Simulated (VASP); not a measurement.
Wanted: the native input for a VASP 6.6.1 run.

```
Task                   : relaxation of shape and atoms at fixed volume
Functional             : PBEsol
Potentials or basis    : VASP PAW PBE potentials, release 64 (Ru_pv)
Cutoff                 : 600 eV
k mesh                 : 18 × 18 × 10
Occupations            : gaussian, width 0.1 eV
Spin                   : no spin polarisation
Dipole correction      : no
Further INCAR settings : ALGO = Fast; EDIFF = 1e-06; IBRION = 2; EDIFFG = -0.01; NSW = 50; ISIF = 4
```

The structure of Ru lies in POSCAR:

```
Ru
1.0
    2.7161546911      0.0000000000      0.0000000000
   -1.3580773455      2.3522589631      0.0000000000
    0.0000000000      0.0000000000      4.2940218907
Ru
2
Direct
    0.3333333333      0.6666666667      0.2500000000
    0.6666666667      0.3333333333      0.7500000000
```

One way to write it, as run:

INCAR

```
SYSTEM = Ru
PREC = Accurate
ENCUT = 600
EDIFF = 1E-6
ISMEAR = 0
SIGMA = 0.1
LREAL = .False.
LASPH = .True.
NELM = 60
ALGO = Fast
ISIF = 4
LWAVE = .False.
LCHARG = .False.
GGA = PS
IBRION = 2
NSW = 50
EDIFFG = -0.01
```

KPOINTS

```
Automatic mesh
0
Gamma
  18 18 10
  0 0 0
```

Potentials or basis: VASP PAW PBE potentials, release 64 (Ru_pv).

Command:

```sh
$ cat potpaw_PBE.64/Ru_pv/POTCAR > POTCAR
$ mpirun -np 1 vasp_std > vasp.out
```

It gave:

* Energy gained by relaxing: 0.0 meV/atom
* Ionic steps: 3
* Pressure after relaxing: -9.7 GPa
* Band gap on the k mesh: zero (bands 14 and 15 overlap by 3.07 eV)

Caveat: the PAW data sets were made with another functional, which shifts forces and pressure a little.

Run time: 86 s on 1 thread of Intel(R) Xeon(R) Platinum 8559C (Emerald Rapids) (shared host), peak memory 0.24 GiB.
